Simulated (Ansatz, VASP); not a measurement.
Te: VASP beside Ansatz

INCAR

```
SYSTEM = Te
ALGO = Normal ; EDIFF = 1E-6
ENCUT = 520 ; GGA = PE
ISIF = 2 ; ISMEAR = 0
LASPH = .True. ; LCHARG = .False.
LREAL = .False. ; LWAVE = .False.
NBANDS = 9 ; NELM = 100
PREC = Accurate ; SIGMA = 0.15
```

The input KPOINTS:

```
k-points
0
Gamma
  15 15 15
  0 0 0
```

The input POSCAR:

```
Te
1.0
    2.2738273078      1.3127948083      1.7287151079
   -2.2738273078      1.3127948083      1.7287151079
    0.0000000000     -2.6255896165      1.7287151079
Te
1
Direct
    0.5000000000      0.5000000000      0.5000000000
```

Input for Ansatz:

```yaml
crystal:
  lattice:
    - [2.2738273078, 1.3127948083, 1.7287151079]
    - [-2.2738273078, 1.3127948083, 1.7287151079]
    - [0.0, -2.6255896165, 1.7287151079]
  atoms:
    - { symbol: Te, position: [0.5, 0.5, 0.5] }
basis:
  ecutwfc: 420
kpoints:
  mp_grid: { grid: [15, 15, 15] }
hamiltonian:
  xc: pbe
scf:
  occupations: { method: gaussian, width: 0.15 }
output:
  forces: true
  stress: true
  eigenvalues: true
```

Alike in both runs: task single point; functional PBE; k mesh 15 × 15 × 15; occupations gaussian, width 0.15 eV; no spin polarisation.

```csv
,VASP,Ansatz
version,VASP 6.6.1,Ansatz 0.2.0
potentials or method,"VASP PAW PBE potentials, release 64 (Te), cutoff 520 eV","scalar-relativistic, plane waves, PAW"
valence electrons in the cell,6,16
```

```tsv
	VASP	Ansatz	Ansatz less VASP
gap on the k mesh at the Fermi level (eV)	none	none	-
pressure (GPa)	2.9	3.0	+0.04
```

A gap of «none» marks a metal or a gap that the smearing closes. With one functional, cell and mesh, what is left measures potentials, basis and numerics. VASP's potentials hold 6 valence electrons a cell and Ansatz's 16, so a difference there can come from the potentials and not from the codes.

Neither program's run includes spin-orbit coupling.
